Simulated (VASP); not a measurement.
**AlRu: relaxation of cell and atoms with r2SCAN**

The system is AlRu.

```
CELL_PARAMETERS angstrom
2.77454 0.00000 0.00000
0.00000 2.77454 0.00000
0.00000 0.00000 2.77454
ATOMIC_POSITIONS crystal
Al 0.50000 0.50000 0.50000
Ru 0.00000 0.00000 0.00000
```

```yaml
Program: VASP 6.6.1
Task: relaxation of cell and atoms
Functional: r2SCAN
Potentials_or_basis: VASP PAW PBE potentials, release 64 (Al, Ru_pv)
Cutoff: 600 eV
k_mesh: 8 × 8 × 8
Occupations: gaussian, width 0.1 eV
Spin: no spin polarisation
Dipole_correction: no
Further_INCAR_settings: ALGO = Normal; EDIFF = 1e-06; IBRION = 2; EDIFFG = -0.05; NSW = 80; ISIF = 3
```

```yaml
Relaxed_volume: 13.29 Å³/atom
Relaxed_cell: a = 2.985 Å, b = 2.985 Å, c = 2.985 Å, α = 90.00°, β = 90.00°, γ = 90.00°
Space_group_after_relaxing_to_0.1_Å: Pm-3m (No. 221)
Pressure_after_relaxing: 0.0 GPa
Band_gap_on_the_k_mesh: zero (an odd number of electrons rules out a gap without spin polarisation)
```

Final structure:
```
CELL_PARAMETERS angstrom
2.98456 0.00000 0.00000
0.00000 2.98456 0.00000
0.00000 0.00000 2.98456
ATOMIC_POSITIONS crystal
Al 0.50000 0.50000 0.50000
Ru 0.00000 0.00000 0.00000
```

Levels at points of the mesh, in eV from the Fermi level:
```tsv
k point	band 7	band 8	band 9	band 10	band 11	band 12
(0.00, 0.00, 0.00)	0.12	0.12	0.12	6.47	6.47	6.47
(0.50, 0.00, 0.00)	-1.77	-1.77	0.38	2.49	7.66	10.37
(0.50, 0.50, 0.00)	-1.56	-1.32	-1.32	1.70	5.64	6.77
(0.50, 0.50, 0.50)	1.79	1.79	3.17	4.27	4.27	4.27
```

Wall time 3.6 min on 1 thread of Intel Xeon 8259CL, on a shared host, peak memory 0.16 GiB.

Caveat: the volume moved by over 15 % at a fixed basis, so the end points are rough; the PAW data sets were made with another functional, which shifts forces and pressure a little. Zero-point motion and thermal expansion aren't in these numbers.
